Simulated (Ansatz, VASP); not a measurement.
Sc in VASP and in Ansatz

Contents of INCAR:

```
SYSTEM = Sc
PREC = Accurate ; ENCUT = 520
EDIFF = 1E-6 ; ISMEAR = 0
SIGMA = 0.15 ; LREAL = .False.
LASPH = .True. ; NELM = 80
ALGO = Fast ; ISIF = 2
LWAVE = .False. ; LCHARG = .False.
GGA = PE ; NBANDS = 18
```

The input KPOINTS:

```
Automatic mesh
0
Gamma
  15 15 10
  0 0 0
```

Contents of POSCAR:

```
Sc
1.0
    3.3195022292      0.0000000000      0.0000000000
   -1.6597511146      2.8747732584      0.0000000000
    0.0000000000      0.0000000000      4.8873000000
Sc
2
Direct
    0.3333333333      0.6666666667      0.2500000000
    0.6666666667      0.3333333333      0.7500000000
```

Input for Ansatz:

```yaml
crystal:
  lattice:
    - [3.3195022292, 0.0, 0.0]
    - [-1.6597511146, 2.8747732584, 0.0]
    - [0.0, 0.0, 4.8873]
  atoms:
    - { symbol: Sc, position: [0.3333333333, 0.6666666667, 0.25] }
    - { symbol: Sc, position: [0.6666666667, 0.3333333333, 0.75] }
basis:
  ecutwfc: 520.0
kpoints:
  mp_grid: { grid: [15, 15, 10] }
hamiltonian:
  xc: pbe
  pseudopotentials: { kind: paw }
scf:
  occupations: { method: gaussian, width: 0.15 }
output:
  forces: true
  stress: true
  eigenvalues: true
  write_density: true
  write_potential: true
  elf: true
  volumetric_format: npy
```

Alike in both runs: task single point; functional PBE; k mesh 15 × 15 × 10; occupations gaussian, width 0.15 eV; no spin polarisation.

|  | VASP | Ansatz |
| --- | --- | --- |
| version | VASP 6.6.1 | Ansatz 0.2.0 |
| potentials or method | VASP PAW PBE potentials, release 64 (Sc_sv), cutoff 520 eV | scalar-relativistic, plane waves, PAW |
| valence electrons in the cell | 22 | 22 |

Ansatz gave:

```
gap on the k mesh at the Fermi level (eV)                     : none
pressure (GPa)                                                : 3.2
traceless stress, the component that is largest in VASP (GPa) : 2.95
```

Problem. What did VASP give for the same quantities?

Solution. gap on the k mesh at the Fermi level (eV): none; pressure (GPa): 3.3; traceless stress, the component that is largest in VASP (GPa): 2.96.

A gap of «none» marks a metal or a gap that the smearing closes.
